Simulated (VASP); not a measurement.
A run of VASP 6.6.1 is set up as follows.

The input INCAR:

```
SYSTEM = NaI
PREC = Accurate ; ENCUT = 500
EDIFF = 1E-6 ; ISMEAR = 0
SIGMA = 0.05 ; LREAL = .False.
LASPH = .True. ; NELM = 120
ALGO = Normal ; ISIF = 2
LWAVE = .False. ; LCHARG = .False.
NBANDS = 14 ; GGA_COMPAT = .False.
```

Contents of KPOINTS:

```
Automatic mesh
0
Gamma
  6 6 6
  0 0 0
```

POSCAR

```
NaI
1.0
    0.0000000000      3.2364000000      3.2364000000
    3.2364000000      0.0000000000      3.2364000000
    3.2364000000      3.2364000000      0.0000000000
Na I
1 1
Direct
    0.0000000000      0.0000000000      0.0000000000
    0.5000000000      0.5000000000      0.5000000000
```

Potentials or basis: VASP PAW LDA potentials, release 64 (Na_pv, I).

Run with:

```console
$ cat potpaw_LDA.64/Na_pv/POTCAR potpaw_LDA.64/I/POTCAR > POTCAR
$ mpirun -np 1 vasp_std > vasp.out
```

Task: Estimate the pressure.

Result: -1.6 GPa.

Task: Estimate the band gap on the k mesh.

Result: 3.35 eV, direct.

Caveat: spin-orbit coupling is left out, which moves the levels of the heavy elements. As with any semilocal functional, this LDA gap is likely too small.
